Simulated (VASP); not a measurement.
# Ir (Pm-3m) in VASP: density of states with PBE

Aim: the density of states of Ir with PBE.

Program: VASP 6.6.1. These are calculated values, not measurements. Logs are shortened: lines on timing, memory, paths and dates and some standing lists are left out, and cuts for length are marked.

## (1) The cell of the first run

It takes space group Pm-3m (No. 221, cubic). The conventional cell has a = 2.571 Å, b = 2.571 Å, c = 2.571 Å, α = 90.00°, β = 90.00°, γ = 90.00°. Ir (site symmetry m-3m) has 6 Ir at 2.57 Å within 3.4 Å.

## (2) Density of states, PBE

POSCAR reads:

```
Ir
1.0
    2.5709103720      0.0000000000      0.0000000000
    0.0000000000      2.5709103720      0.0000000000
    0.0000000000      0.0000000000      2.5709103720
Ir
1
Direct
    0.0000000000      0.0000000000      0.0000000000
```

INCAR.step1 reads:

```
PREC     = Accurate       # precision mode
ENCUT    = 520            # plane-wave cutoff, eV
EDIFF    = 1E-6           # SCF threshold, eV
ISMEAR   = -1             # smearing method
SIGMA    = 0.08           # smearing width, eV
LREAL    = False          # projectors in reciprocal space
LASPH    = True           # aspherical terms in the spheres
NELM     = 80             # most SCF steps
ALGO     = Normal         # electronic algorithm
ISIF     = 2              # what is computed and relaxed
LWAVE    = False          # write WAVECAR
LCHARG   = True           # write CHGCAR
LMAXMIX  = 4              # l up to which the mixer works
GGA      = PE             # functional
NBANDS   = 10             # bands
```

KPOINTS.step1 reads:

```
Automatic mesh
0
Gamma
  17 17 17
```

INCAR.step2 reads:

```
PREC     = Accurate       # precision mode
ENCUT    = 520            # plane-wave cutoff, eV
EDIFF    = 1E-6           # SCF threshold, eV
ISMEAR   = -5             # smearing method
SIGMA    = 0.08           # smearing width, eV
LREAL    = False          # projectors in reciprocal space
LASPH    = True           # aspherical terms in the spheres
NELM     = 80             # most SCF steps
ALGO     = Normal         # electronic algorithm
ISIF     = 2              # what is computed and relaxed
LWAVE    = False          # write WAVECAR
LCHARG   = False          # write CHGCAR
LMAXMIX  = 4              # l up to which the mixer works
GGA      = PE             # functional
LORBIT   = 11             # projections on sites
NBANDS   = 10             # bands
NEDOS    = 2001           # points of the DOS
ICHARG   = 11             # starting density
```

KPOINTS.step2 reads:

```
Automatic mesh
0
Gamma
  26 26 26
```

Potentials or basis: VASP PAW PBE potentials, release 64 (Ir).

Command:

```bash
$ cat potpaw_PBE.64/Ir/POTCAR > POTCAR
$ cp INCAR.step1 INCAR
$ cp KPOINTS.step1 KPOINTS
$ mpirun -np 1 vasp_std > vasp.out
$ cp INCAR.step2 INCAR
$ cp KPOINTS.step2 KPOINTS
$ mpirun -np 1 vasp_std > vasp.out
```

OUTCAR:

```text
PREC = Accurate
   ENCUT = 520
   EDIFF = 1E-6
   ISMEAR = -5
   LREAL = False
   LASPH = True
   NELM = 80
   ISIF = 2
   GGA = PE
   LORBIT = 11
   ICHARG = 11

 ion  position               nearest neighbor table
   1  0.000  0.000  0.000-

  LATTYP: Found a simple cubic cell.
 ALAT       =     2.5709103720

  Lattice vectors:

 A1 = (   2.5709103720,   0.0000000000,   0.0000000000)
 A2 = (   0.0000000000,   2.5709103720,   0.0000000000)
 A3 = (   0.0000000000,   0.0000000000,   2.5709103720)

Analysis of symmetry for initial positions (statically):
=====================================================================
 Subroutine PRICEL returns:
 Original cell was already a primitive cell.

 Routine SETGRP: Setting up the symmetry group for a
 simple cubic supercell.

 Subroutine GETGRP returns: Found 48 space group operations
 (whereof 48 operations were pure point group operations)
 out of a pool of 48 trial point group operations.

The static configuration has the point symmetry O_h .

Analysis of symmetry for dynamics (positions and initial velocities):
=====================================================================
 Subroutine PRICEL returns:
 Original cell was already a primitive cell.

 Routine SETGRP: Setting up the symmetry group for a
 simple cubic supercell.

 Subroutine GETGRP returns: Found 48 space group operations
 (whereof 48 operations were pure point group operations)
 out of a pool of 48 trial point group operations.

The dynamic configuration has the point symmetry O_h .

 Subroutine INISYM returns: Found 48 space group operations
 (whereof 48 operations are pure point group operations),
 and found     1 'primitive' translations

----------------------------------------------------------------------------------------

                                     Primitive cell

  volume of cell :      16.9926

  direct lattice vectors                    reciprocal lattice vectors
     2.570910372  0.000000000  0.000000000     0.388967274  0.000000000  0.000000000
     0.000000000  2.570910372  0.000000000     0.000000000  0.388967274  0.000000000
     0.000000000  0.000000000  2.570910372     0.000000000  0.000000000  0.388967274

  length of vectors
     2.570910372  2.570910372  2.570910372     0.388967274  0.388967274  0.388967274

  position of ions in fractional coordinates (direct lattice)
     0.000000000  0.000000000  0.000000000

  ion indices of the primitive-cell ions
   primitive index   ion index
                 1           1

----------------------------------------------------------------------------------------

 KPOINTS: Automatic mesh

Automatic generation of k-mesh.
 Grid dimensions read from file:
 generate k-points for:   26   26   26

 Generating k-lattice:

  Cartesian coordinates                     Fractional coordinates (reciprocal lattice)
     0.014960280  0.000000000  0.000000000     0.038461538  0.000000000  0.000000000
     0.000000000  0.014960280  0.000000000     0.000000000  0.038461538  0.000000000
     0.000000000  0.000000000  0.014960280     0.000000000  0.000000000  0.038461538

  Length of vectors
     0.014960280  0.014960280  0.014960280

  Shift w.r.t. Gamma in fractional coordinates (k-lattice)
     0.000000000  0.000000000  0.000000000

 TETIRR: Found   8764 inequivalent tetrahedra from   105456

 Subroutine IBZKPT returns following result:
 ===========================================

 Found    560 irreducible k-points:

 Following reciprocal coordinates:
            Coordinates               Weight
  0.000000  0.000000  0.000000      1.000000
  0.038462  0.000000  0.000000      6.000000
  0.076923  0.000000  0.000000      6.000000
  0.115385  0.000000  0.000000      6.000000
  0.153846  0.000000  0.000000      6.000000
  0.192308  0.000000  0.000000      6.000000
[... 16 lines left out ...]
  0.346154  0.038462  0.000000     24.000000
  0.384615  0.038462  0.000000     24.000000
 [... further k-points ...]
   k-points           NKPTS =    560   k-points in BZ     NKDIM =    560   number of bands    NBANDS=     10
   number of dos      NEDOS =   2001   number of ions     NIONS =      1
   total plane-waves  NPLWV =   8000
   dimension x,y,z NGX =    20 NGY =   20 NGZ =   20
   dimension x,y,z NGXF=    40 NGYF=   40 NGZF=   40
   ions per type =               1
   NGX,Y,Z   is equivalent  to a cutoff of  12.93, 12.93, 12.93 a.u.
   NGXF,Y,Z  is equivalent  to a cutoff of  25.87, 25.87, 25.87 a.u.
 SYSTEM =  unknown system
   PREC   = accura    normal or accurate (medium, high low for compatibility)
   ISTART =      0    job   : 0-new  1-cont  2-samecut
   ICHARG =     11    charge: 1-file 2-atom 10-const
   ISPIN  =      1    spin polarized calculation?
   LNONCOLLINEAR =      F non collinear calculations
   LSORBIT =      F    spin-orbit coupling
   LASPH  =      T    aspherical Exc in radial PAW
   ENCUT  =  520.0 eV  38.22 Ry    6.18 a.u.   4.78  4.78  4.78*2*pi/ulx,y,z
   NELM   =     80;   NELMIN=  2; NELMDL=  0     # of ELM steps
   EDIFF  = 0.1E-05   stopping-criterion for ELM
   LREAL  =      F    real-space projection
   EDIFFG = 0.1E-04   stopping-criterion for IOM
   NSW    =      0    number of steps for IOM
   IBRION =     -1    ionic relax: 0-MD 1-quasi-New 2-CG
   NFREE  =      0    steps in history (QN), initial steepest desc. (CG)
   ISIF   =      2    stress and relaxation
   ISYM   =      2    0-nonsym 1-usesym 2-fastsym
   POTIM  = 0.5000    time-step for ionic-motion
   TEBEG  =    0.0;   TEEND  =   0.0 temperature during run
   PSTRESS=    0.0 pullay stress
   NELECT =       9.0000    total number of electrons
   NUPDOWN=      -1.0000    fix difference up-down
   EMIN   =  10.00;   EMAX   =-10.00  energy-range for DOS
   EFERMI =   0.00;   METHOD = LEGACY
   ISMEAR =    -5;   SIGMA  =   0.08  broadening in eV -4-tet -1-fermi 0-gaus
   EFERMI_NEDOS =   21; number of points for ismear=-14 and -15
   IALGO  =     38    algorithm
   IMIX   =      4    mixing-type and parameters
     AMIX     =   0.40;   BMIX     =  1.00
     AMIX_MAG =   1.60;   BMIX_MAG =  1.00
  volume/ion in A,a.u.               =      16.99       114.67
  Fermi-wavevector in a.u.,A,eV,Ry     =   1.324551  2.503039 23.870547  1.754436
  Thomas-Fermi vector in A             =   2.454077
   LORBIT       =     11    0 simple, 1 ext, 2 COOP (PROOUT), +10 PAW based schemes
   GGA     = PE    functional components
   LHFCALC =     F    Hartree Fock is set to
   AEXX    =    0.0000 exact exchange contribution
   IVDW    =     0    specifies the selected vdW correction
   LEPSILON=     F    determine dielectric tensor
   LRPA    =     F    only Hartree local field effects (RPA)
 non-spin polarized calculation
 Fermi weights with tetrahedron method with Bloechl corrections
  energy-cutoff  :      520.00
  volume of cell :       16.99
 maximum number of plane-waves:       480
 NGX is ok and might be reduce to    20

 number of electron       9.0000000 magnetization

 Free energy of the ion-electron system (eV)
  ---------------------------------------------------
  ext. energy  EPLUGINS =         0.00000000
  ---------------------------------------------------
  free energy    TOTEN  =        -7.86032680 eV

  energy without entropy =       -7.86032680  energy(sigma->0) =       -7.86032680

 E-fermi :   7.4179     XC(G=0): -12.7469

 val. band max:        7.4526700145   @ k =   0.3462   0.3462   0.2308
 cond. band min:       7.3475855830   @ k =   0.1538   0.1538   0.1538
 fundamental gap:     -0.1050844315
 Fermi energy:         7.4178572542

 k-point     1 :       0.0000    0.0000    0.0000
  band No.  band energies     occupation
      1      -1.6594      2.00000
      2       1.4986      2.00000
      3       1.4986      2.00000
      4       8.7006      0.00000
      5       8.7006      0.00000
      6       8.7006      0.00000
      7      23.0055      0.00000
      8      23.0055      0.00000
      9      23.0055      0.00000
     10      28.9265      0.00000

 k-point     2 :       0.0385    0.0000    0.0000
  band No.  band energies     occupation
      1      -1.6131      2.00000
      2       1.5082      2.00000
      3       1.5424      2.00000
      4       8.6495      0.00000
      5       8.6495      0.00000
      6       8.7045      0.00000
      7      22.6728      0.00000
      8      23.0926      0.00000
      9      23.0926      0.00000
     10      29.1716      0.00000

 k-point     3 :       0.0769    0.0000    0.0000
  band No.  band energies     occupation
      1      -1.4777      2.00000
      2       1.5365      2.00000
      3       1.6750      2.00000
      4       8.5020      0.00000
      5       8.5020      0.00000
      6       8.7159      0.00000
      7      21.8483      0.00000
      8      23.3470      0.00000
      9      23.3470      0.00000
     10      29.6535      0.00000

 k-point     4 :       0.1154    0.0000    0.0000
  band No.  band energies     occupation
      1      -1.2634      2.00000
      2       1.5823      2.00000
      3       1.8990      2.00000
      4       8.2745      0.00000
      5       8.2745      0.00000
      6       8.7341      0.00000
      7      20.7978      0.00000
      8      23.7496      0.00000
      9      23.7496      0.00000
     10      29.6525      0.00000
[... 222 lines left out ...]
 k-point    22 :       0.3077    0.0385    0.0000
  band No.  band energies     occupation
      1       0.4025      2.00000
      2       2.0057      2.00000
      3       4.3379      2.00000
      4       6.6950      2.00000
      5       6.7310      2.00000
      6       8.8376      0.00000
      7      15.6720      0.00000
      8      25.3401      0.00000
      9      26.6404      0.00000
     10      27.0966      0.00000

 k-point    23 :       0.3462    0.0385    0.0000
  band No.  band energies     occupation
      1       0.7059      2.00000
      2       2.0853      2.00000
      3       4.9303      2.00000
      4       6.4739      2.00000
      5       6.4928      2.00000
      6       8.8675      0.00000
      7      14.8794      0.00000
      8      24.8413      0.00000
      9      27.1580      0.00000
     10      27.7997      0.00000

 k-point    24 :       0.3846    0.0385    0.0000
  band No.  band energies     occupation
      1       0.9659      2.00000
      2       2.1539      2.00000
      3       5.3853      2.00000
      4       6.2646      2.00000
      5       6.4379      2.00000
      6       8.8930      0.00000
      7      14.2179      0.00000
      8      24.4082      0.00000
      9      27.5847      0.00000
     10      28.4556      0.00000

 [... further k-points ...]

------------------------ aborting loop because EDIFF is reached ----------------------------------------

  FORCE on cell =-STRESS in cart. coord.  units (eV):
  Direction    XX          YY          ZZ          XY          YZ          ZX
  --------------------------------------------------------------------------------------
  -------------------------------------------------------------------------------------
  Total        0.0158316      0.0158316      0.0158316     -0.0000000     -0.0000000     -0.0000000
  in kB        1.4927048      1.4927048      1.4927048     -0.0000000     -0.0000000     -0.0000000
  external PRESSURE =       1.4927048 kB  Pullay stress =       0.0000000 kB

 VOLUME and BASIS-vectors are now :
 -----------------------------------------------------------------------------
  energy-cutoff  :      520.00
  volume of cell :       16.99
      direct lattice vectors                 reciprocal lattice vectors
     2.570910372  0.000000000  0.000000000     0.388967274  0.000000000  0.000000000
     0.000000000  2.570910372  0.000000000     0.000000000  0.388967274  0.000000000
     0.000000000  0.000000000  2.570910372     0.000000000  0.000000000  0.388967274

 POSITION                                       TOTAL-FORCE (eV/Angst)
 -----------------------------------------------------------------------------------
      0.00000      0.00000      0.00000         0.000000      0.000000      0.000000
 -----------------------------------------------------------------------------------
    total drift:                                0.000000      0.000000      0.000000

  FREE ENERGIE OF THE ION-ELECTRON SYSTEM (eV)
  ---------------------------------------------------
  free  energy   TOTEN  =        -7.8603267954 eV

  energy  without entropy=       -7.8603267954  energy(sigma->0) =       -7.86032680

 total charge

# of ion       s       p       d       tot
------------------------------------------
    1        0.725   0.515   7.016   8.256
```

Run time: 46 s. Hardware: 1 thread of Intel Xeon Platinum 8259CL at 2.50GHz (Skylake/Cascade Lake), shared host; peak memory 0.22 GiB.

Results:

* Valence electrons inside the program's atomic spheres: Ir 8.26

Caveat: spin-orbit coupling is left out, which moves the levels of the heavy elements; tetrahedron occupations give inexact forces and stress in metals.
